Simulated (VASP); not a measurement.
# AlCdCl2 (I-4m2) in VASP: a series of runs

The runs below take AlCdCl2 through single point, relaxation of cell and atoms, with PBE.

Program: VASP 6.6.1. These are calculated values, not measurements. Logs are shortened: lines on timing, memory, paths and dates and some standing lists are left out, and cuts for length are marked.

## Step 1: The cell of the first run

Symmetry: I-4m2, No. 119, tetragonal system. The conventional cell has a = 4.077 Å, b = 4.077 Å, c = 10.150 Å, α = 90.00°, β = 90.00°, γ = 90.00°. Al (site symmetry -4m2) has 10 Cl at 3.09 to 3.97 Å and 4 Cd at 3.25 Å and 4 Al at 4.08 Å within 4.1 Å. Cd (site symmetry -4m2) has 4 Cl at 2.49 Å and 4 Al at 3.25 Å within 3.3 Å. Within 2.9 Å of Cl (site symmetry 2mm) lie 1 Cl at 2.20 Å and 2 Cd at 2.49 Å.

## Step 2: Single point, PBE

The input, INCAR:

```
PREC = Accurate
ENCUT = 520
EDIFF = 1E-7
ISMEAR = 0
SIGMA = 0.1
LREAL = False
LASPH = True
NELM = 80
ALGO = Normal
ISIF = 2
LWAVE = False
LCHARG = False
GGA = PE
NBANDS = 22
```

The input, KPOINTS:

```
Automatic mesh
0
Gamma
  6 6 6
```

The input, POSCAR:

```
AlCdCl2
1.0
   -2.0385375000      2.0385375000      5.0748574900
    2.0385375000     -2.0385375000      5.0748574900
    2.0385375000      2.0385375000     -5.0748574900
Al Cd Cl
1 1 2
Direct
    0.2500000000      0.7500000000      0.5000000000
    0.5000000000      0.5000000000      0.0000000000
    0.8583774300      0.3583774300      0.5000000000
    0.6416225700      0.1416225700      0.5000000000
```

Potentials or basis: VASP PAW PBE potentials, release 64 (Al, Cd, Cl).

Started as:

```
$ cat potpaw_PBE.64/Al/POTCAR potpaw_PBE.64/Cd/POTCAR potpaw_PBE.64/Cl/POTCAR > POTCAR
$ mpirun -np 1 vasp_std > vasp.out
```

OUTCAR:

```text
PREC = Accurate
   ENCUT = 520
   EDIFF = 1E-7
   ISMEAR = 0
   LREAL = False
   LASPH = True
   NELM = 80
   ISIF = 2
   GGA = PE

 ion  position               nearest neighbor table
   1  0.250  0.750  0.500-   2 3.25   2 3.25   2 3.25   2 3.25
   2  0.500  0.500  0.000-   4 2.49   3 2.49   4 2.49   3 2.49   1 3.25   1 3.25   1 3.25   1 3.25

   3  0.858  0.358  0.500-   4 2.20   2 2.49   2 2.49
   4  0.642  0.142  0.500-   3 2.20   2 2.49   2 2.49

  LATTYP: Found a body centered tetragonal cell.
 ALAT       =     4.0770750000
 C/A-ratio  =     2.4894599633

  Lattice vectors:

 A1 = (  -2.0385375000,   2.0385375000,   5.0748574900)
 A2 = (   2.0385375000,  -2.0385375000,   5.0748574900)
 A3 = (   2.0385375000,   2.0385375000,  -5.0748574900)

Analysis of symmetry for initial positions (statically):
=====================================================================
 Subroutine PRICEL returns:
 Original cell was already a primitive cell.

 Routine SETGRP: Setting up the symmetry group for a
 body centered tetragonal supercell.

 Subroutine GETGRP returns: Found  8 space group operations
 (whereof  8 operations were pure point group operations)
 out of a pool of 16 trial point group operations.

The static configuration has the point symmetry D_2d.

Analysis of symmetry for dynamics (positions and initial velocities):
=====================================================================
 Subroutine PRICEL returns:
 Original cell was already a primitive cell.

 Routine SETGRP: Setting up the symmetry group for a
 body centered tetragonal supercell.

 Subroutine GETGRP returns: Found  8 space group operations
 (whereof  8 operations were pure point group operations)
 out of a pool of 16 trial point group operations.

The dynamic configuration has the point symmetry D_2d.

 Subroutine INISYM returns: Found  8 space group operations
 (whereof  8 operations are pure point group operations),
 and found     1 'primitive' translations

----------------------------------------------------------------------------------------

                                     Primitive cell
[... 89 lines left out ...]
   ISPIN  =      1    spin polarized calculation?
   LNONCOLLINEAR =      F non collinear calculations
   LSORBIT =      F    spin-orbit coupling
   LASPH  =      T    aspherical Exc in radial PAW
   ENCUT  =  520.0 eV  38.22 Ry    6.18 a.u.  10.85 10.85 10.85*2*pi/ulx,y,z
   NELM   =     80;   NELMIN=  2; NELMDL= -5     # of ELM steps
   EDIFF  = 0.1E-06   stopping-criterion for ELM
   LREAL  =      F    real-space projection
   EDIFFG = 0.1E-05   stopping-criterion for IOM
   NSW    =      0    number of steps for IOM
   IBRION =     -1    ionic relax: 0-MD 1-quasi-New 2-CG
   NFREE  =      0    steps in history (QN), initial steepest desc. (CG)
   ISIF   =      2    stress and relaxation
   ISYM   =      2    0-nonsym 1-usesym 2-fastsym
   POTIM  = 0.5000    time-step for ionic-motion
   TEBEG  =    0.0;   TEEND  =   0.0 temperature during run
   PSTRESS=    0.0 pullay stress
   NELECT =      29.0000    total number of electrons
   NUPDOWN=      -1.0000    fix difference up-down
   EMIN   =  10.00;   EMAX   =-10.00  energy-range for DOS
   EFERMI =   0.00;   METHOD = LEGACY
   ISMEAR =     0;   SIGMA  =   0.10  broadening in eV -4-tet -1-fermi 0-gaus
   EFERMI_NEDOS =   21; number of points for ismear=-14 and -15
   IALGO  =     38    algorithm
   IMIX   =      4    mixing-type and parameters
     AMIX     =   0.40;   BMIX     =  1.00
     AMIX_MAG =   1.60;   BMIX_MAG =  1.00
  volume/ion in A,a.u.               =      21.09       142.32
  Fermi-wavevector in a.u.,A,eV,Ry     =   1.146834  2.167201 17.894754  1.315227
  Thomas-Fermi vector in A             =   2.283516
   LORBIT       =      0    0 simple, 1 ext, 2 COOP (PROOUT), +10 PAW based schemes
   GGA     = PE    functional components
   LHFCALC =     F    Hartree Fock is set to
   AEXX    =    0.0000 exact exchange contribution
   IVDW    =     0    specifies the selected vdW correction
   LEPSILON=     F    determine dielectric tensor
   LRPA    =     F    only Hartree local field effects (RPA)
 non-spin polarized calculation
 Gauss-broadening in eV      SIGMA  =   0.10
  energy-cutoff  :      520.00
  volume of cell :       84.36
 maximum number of plane-waves:      2296
 NGX is ok and might be reduce to    48
   NGX = 21   NGY = 21   NGZ = 21

 number of electron      29.0000002 magnetization

 Free energy of the ion-electron system (eV)
  ---------------------------------------------------
  ext. energy  EPLUGINS =         0.00000000
  ---------------------------------------------------
  free energy    TOTEN  =        -6.32481498 eV

  energy without entropy =       -6.31325277  energy(sigma->0) =       -6.31903387

 E-fermi :   5.4237     XC(G=0):  -9.6611

 val. band max:        5.4146321231   @ k =  -0.1667   0.5000   0.1667
 cond. band min:       5.4316320395   @ k =  -0.3333   0.1667   0.0000
 fundamental gap:      0.0169999164
 Fermi energy:         5.4237113257

 k-point     1 :       0.0000    0.0000    0.0000
  band No.  band energies     occupation
      1     -13.6910      2.00000
      2     -11.1890      2.00000
      3      -4.7482      2.00000
      4      -4.7482      2.00000
      5      -4.5843      2.00000
      6      -4.1921      2.00000
[... 589 lines left out ...]
     21      10.5596      0.00000
     22      11.9451      0.00000

 [... further k-points ...]

------------------------ aborting loop because EDIFF is reached ----------------------------------------

  FORCE on cell =-STRESS in cart. coord.  units (eV):
  Direction    XX          YY          ZZ          XY          YZ          ZX
  --------------------------------------------------------------------------------------
  -------------------------------------------------------------------------------------
  Total        5.9097235      5.9097235     19.2582879      0.0000000      0.0000000      0.0000000
  in kB      112.2422837    112.2422837    365.7690925      0.0000000      0.0000000      0.0000000
  external PRESSURE =     196.7512200 kB  Pullay stress =       0.0000000 kB

 VOLUME and BASIS-vectors are now :
 -----------------------------------------------------------------------------
  energy-cutoff  :      520.00
  volume of cell :       84.36
      direct lattice vectors                 reciprocal lattice vectors
    -2.038537500  2.038537500  5.074857490     0.000000000  0.245273879  0.098524934
     2.038537500 -2.038537500  5.074857490     0.245273879  0.000000000  0.098524934
     2.038537500  2.038537500 -5.074857490     0.245273879  0.245273879  0.000000000

 POSITION                                       TOTAL-FORCE (eV/Angst)
 -----------------------------------------------------------------------------------
      2.03854      0.00000      2.53743        -0.000000     -0.000000     -0.000000
      0.00000      0.00000      5.07486        -0.000000     -0.000000     -0.000000
      0.00000      2.03854      3.63743         0.000000      0.000000      5.709298
      0.00000      2.03854      1.43743         0.000000      0.000000     -5.709298
 -----------------------------------------------------------------------------------
    total drift:                                0.000000     -0.000000      0.000000

  FREE ENERGIE OF THE ION-ELECTRON SYSTEM (eV)
  ---------------------------------------------------
  free  energy   TOTEN  =        -6.3248149758 eV

  energy  without entropy=       -6.3132527706  energy(sigma->0) =       -6.31903387
```

Wall time 67 s (1 thread of Intel Xeon Platinum 8488C (Sapphire Rapids), shared host); peak memory 0.35 GiB.

What came out:

| Quantity | Value |
| --- | --- |
| Free energy | -6.3248 eV |
| Pressure | 19.7 GPa |
| Largest force | 5.709 eV/Å |
| Band gap on the k mesh | zero (an odd number of electrons rules out a gap without spin polarisation) |

Forces on the atoms (eV/Å):
```
Al   0.000  0.000  0.000
Cd   0.000  0.000  0.000
Cl   0.000  0.000  5.709
Cl   0.000  0.000 -5.709
```

Stress tensor (GPa, compression positive):
```
11.22  0.00  0.00
 0.00 11.22  0.00
 0.00  0.00 36.58
```

Caveat: the stress differs along the axes, from 11 to 37 GPa; an odd number of electrons without spin polarisation forces a metal; a magnetic or distorted state may lie lower.

## Step 3: Single point, PBE

This run uses another cell than the first one, of 25.89 Å³/atom.

The input, INCAR:

```
PREC     = Accurate       # precision mode
ENCUT    = 520            # plane-wave cutoff, eV
EDIFF    = 1E-6           # SCF threshold, eV
ISMEAR   = 0              # smearing method
SIGMA    = 0.1            # smearing width, eV
LREAL    = F              # projectors in reciprocal space
LASPH    = T              # aspherical terms in the spheres
NELM     = 60             # most SCF steps
ALGO     = Normal         # electronic algorithm
ISIF     = 2              # what is computed and relaxed
LWAVE    = F              # write WAVECAR
LCHARG   = F              # write CHGCAR
GGA      = PE             # functional
NBANDS   = 22             # bands
```

KPOINTS is that of step 2.

The input, POSCAR:

```
AlCdCl2
1.0
   -1.7732368502      1.7732368502      8.2346453511
    1.7732368502     -1.7732368502      8.2346453511
    1.7732368502      1.7732368502     -8.2346453511
Al Cd Cl
1 1 2
Direct
    0.2500000000      0.7500000000      0.5000000000
    0.5000000000      0.5000000000      0.0000000000
    0.8615089827      0.3615089827      0.5000000000
    0.6384910173      0.1384910173      0.5000000000
```

Potentials or basis: VASP PAW PBE potentials, release 64 (Al, Cd, Cl).

Started as:

```
$ cat potpaw_PBE.64/Al/POTCAR potpaw_PBE.64/Cd/POTCAR potpaw_PBE.64/Cl/POTCAR > POTCAR
$ mpirun -np 1 vasp_std > vasp.out
```

It took 2.3 min on 1 thread of Intel Xeon Platinum 8488C (Sapphire Rapids), shared host; peak memory 0.56 GiB.

Results (log left out):

* Free energy: -9.3011 eV
* Pressure: 0.0 GPa
* Largest force: 0.008 eV/Å
* Band gap on the k mesh: zero (an odd number of electrons rules out a gap without spin polarisation)

Forces in eV/Å, atoms in the order of the input:
```
Al   0.000  0.000  0.000
Cd   0.000  0.000  0.000
Cl   0.000  0.000  0.008
Cl   0.000  0.000 -0.008
```

Levels at points of the mesh, in eV from the Fermi level:
| k point | band 13 | band 14 | band 15 | band 16 | band 17 | band 18 |
| --- | --- | --- | --- | --- | --- | --- |
| (0.00, 0.00, 0.00) | -2.65 | -2.65 | 0.27 | 1.87 | 5.49 | 5.65 |
| (0.50, 0.00, 0.00) | -2.35 | -1.48 | -0.02 | 1.42 | 2.44 | 4.43 |
| (0.50, 0.50, 0.00) | -3.20 | -1.70 | 0.81 | 1.77 | 1.97 | 2.68 |
| (0.50, 0.50, 0.50) | -2.56 | -1.74 | -0.99 | 2.90 | 4.68 | 5.49 |

Caveat: an odd number of electrons without spin polarisation forces a metal; a magnetic or distorted state may lie lower.

## Step 4: Relaxation of cell and atoms, PBE

The input, INCAR:

```
SYSTEM = AlCdCl2
ALGO     = Normal         ! electronic algorithm
EDIFF    = 1E-7           ! SCF threshold, eV
EDIFFG   = -0.04          ! ionic threshold
ENCUT    = 600            ! plane-wave cutoff, eV
GGA      = PE             ! functional
IBRION   = 2              ! ionic algorithm
ISIF     = 3              ! what is computed and relaxed
ISMEAR   = 0              ! smearing method
LASPH    = .True.         ! aspherical terms in the spheres
LCHARG   = .False.        ! write CHGCAR
LREAL    = .False.        ! projectors in reciprocal space
LWAVE    = .False.        ! write WAVECAR
NELM     = 80             ! most SCF steps
NSW      = 90             ! ionic steps
PREC     = Accurate       ! precision mode
SIGMA    = 0.1            ! smearing width, eV
```

The input, KPOINTS:

```
k-points
0
Gamma
  6 6 6
  0 0 0
```

The input, POSCAR:

```
AlCdCl2
1.0
   -2.0385375000      2.0385375000      5.0748574900
    2.0385375000     -2.0385375000      5.0748574900
    2.0385375000      2.0385375000     -5.0748574900
Al Cd Cl
1 1 2
Direct
    0.2500000000      0.7500000000      0.5000000000
    0.5000000000      0.5000000000      0.0000000000
    0.8583774300      0.3583774300      0.5000000000
    0.6416225700      0.1416225700      0.5000000000
```

Started as:

```
$ cat potpaw_PBE.64/Al/POTCAR potpaw_PBE.64/Cd/POTCAR potpaw_PBE.64/Cl/POTCAR > POTCAR
$ mpirun -np 1 vasp_std > vasp.out
```

Wall time 4.8 min (1 thread of Intel Xeon Platinum 8488C (Sapphire Rapids), shared host); peak memory 0.37 GiB.

Results (log left out):

```yaml
Free_energy: -9.1193 eV
Relaxed_volume: 30.08 Å³/atom
Relaxed_cell: a = 7.121 Å, b = 7.121 Å, c = 7.121 Å, α = 144.64°, β = 144.64°, γ = 50.87°
Space_group_after_relaxing_to_0.1_Å: I-4m2 (No. 119)
Energy_gained_by_relaxing: 698.6 meV/atom
Ionic_steps: 7
Pressure_after_relaxing: 0.0 GPa
Largest_force_after_relaxing: 0.016 eV/Å
Band_gap_on_the_k_mesh: zero (an odd number of electrons rules out a gap without spin polarisation)
```

Forces in eV/Å, atoms in the order of the input:
```
Al   0.000  0.000  0.000
Cd   0.000  0.000  0.000
Cl   0.000  0.000 -0.016
Cl   0.000  0.000  0.016
```

Stress tensor (GPa, compression positive):
```
-0.14  0.00  0.00
 0.00 -0.14  0.00
 0.00  0.00  0.18
```

Step by step:
| step | energy change (eV) | largest force (eV/Å) | pressure (GPa) | volume (Å³) |
| --- | --- | --- | --- | --- |
| 1 | 0.0000 | 5.7077 | 19.68 | 84.36 |
| 2 | -2.7828 | 0.0888 | 0.31 | 119.31 |
| 3 | -2.7831 | 0.0921 | 0.26 | 119.63 |
| 4 | -2.7852 | 0.0655 | 0.12 | 120.21 |
| 5 | -2.7871 | 0.0114 | -0.18 | 121.46 |
| 6 | -2.7892 | 0.0125 | -0.15 | 121.18 |
| 7 | -2.7942 | 0.0164 | -0.03 | 120.32 |

Final structure:
```
Al Cd Cl
1.0
    -2.16273    2.16273    6.43066
     2.16273   -2.16273    6.43066
     2.16273    2.16273   -6.43066
Al Cd Cl
1 1 2
Direct
  0.25000 0.75000 0.50000
  0.50000 0.50000 0.00000
  0.88243 0.38243 0.50000
  0.61757 0.11757 0.50000
```

Levels at points of the mesh, in eV from the Fermi level:
| k point | band 11 | band 12 | band 13 | band 14 | band 15 | band 16 | band 17 | band 18 |
| --- | --- | --- | --- | --- | --- | --- | --- | --- |
| (0.00, 0.00, 0.00) | -4.53 | -4.04 | -4.04 | -3.51 | -0.17 | 0.48 | 2.68 | 2.68 |
| (0.50, 0.00, 0.00) | -4.38 | -4.10 | -3.90 | -2.82 | -0.46 | 1.41 | 1.53 | 2.34 |
| (0.50, 0.50, 0.00) | -4.64 | -4.44 | -4.14 | -3.85 | 0.53 | 0.63 | 1.12 | 1.91 |
| (0.50, 0.50, 0.50) | -4.71 | -3.82 | -3.82 | -3.43 | -1.18 | 2.57 | 2.73 | 2.73 |

Caveat: the volume moved by over 15 % at a fixed basis, so the end points are rough; an odd number of electrons without spin polarisation forces a metal; a magnetic or distorted state may lie lower.

## Step 5: Summary

```csv
task,cell,cutoff (eV),gap on the mesh (eV),pressure (GPa),largest force (eV/Å)
single point,"a = 5.837 Å, angles 139.1, 139.1, 59.2°, 4 atoms, atomic positions A",520,none,19.7,5.71
single point,"a = 8.608 Å, angles 156.2, 156.2, 33.9°, 4 atoms, atomic positions B",520,none,0.0,0.01
relaxation of cell and atoms,"relaxed from a = 5.837 Å, angles 139.1, 139.1, 59.2°, 4 atoms, atomic positions A",600,none,0.0,0.02
```

Alike in all rows: level PBE; potentials or basis VASP PAW PBE potentials, release 64 (Al, Cd, Cl); no spin polarisation; k mesh 6 × 6 × 6; smearing gaussian 0.1 eV.

Caveats: an odd number of electrons without spin polarisation forces a metal; a magnetic or distorted state may lie lower; the stress differs along the axes, from 11 to 37 GPa (at least some runs); the volume moved by over 15 % at a fixed basis, so the end points are rough (at least some runs).

Absolute energies hang on the potentials; compare differences alone.

The gap in the log of VASP goes by the Fermi energy; the results here count the filled bands.